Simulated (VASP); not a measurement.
Runs of VASP 6.6.1 on GePt. The structure is that of space group P6/mmm (No. 191), or close to it. The cells are those of the table. The cell was generated, and may not be a known phase.

```tsv
task	cell	k mesh	cutoff (eV)	gap on the mesh (eV)	pressure (GPa)	relaxed volume (Å³/atom)
single point	a = 4.502, b = 4.502, c = 4.987 Å, angles 90.0, 90.0, 120.0°, 4 atoms	6 × 6 × 4	520	none	0.0	-
relaxation of cell and atoms	relaxed from a = 4.502, b = 4.502, c = 4.987 Å, angles 90.0, 90.0, 120.0°, 4 atoms	12 × 12 × 10	600	none	0.0	(a)
single point	a = 4.191, b = 4.191, c = 4.517 Å, angles 90.0, 90.0, 120.0°, 4 atoms	6 × 6 × 4	520	none	48.1	-
single point	a = 4.526, b = 4.526, c = 4.949 Å, angles 90.0, 90.0, 120.0°, 4 atoms	12 × 12 × 10	520	none	-0.1	-
relaxation of cell and atoms	relaxed from a = 4.191, b = 4.191, c = 4.517 Å, angles 90.0, 90.0, 120.0°, 4 atoms	6 × 6 × 4	600	none	0.0	21.86
```

Alike in all rows: level PBE; potentials or basis VASP PAW PBE potentials, release 64 (Ge_d, Pt); no spin polarisation; smearing gaussian 0.1 eV.

Question: Estimate the missing entries.

Answer: (a) 21.93.

Caveats: spin-orbit coupling is left out, which moves the levels of the heavy elements; the stress differs along the axes, from 37 to 70 GPa (at least some runs); the volume moved by over 15 % at a fixed basis, so the end points are rough (at least some runs).

A k mesh can miss the band edges, and the runs leave out spin-orbit coupling on Ge, Pt.

A gap of «none» marks levels without a gap at the run's occupations.
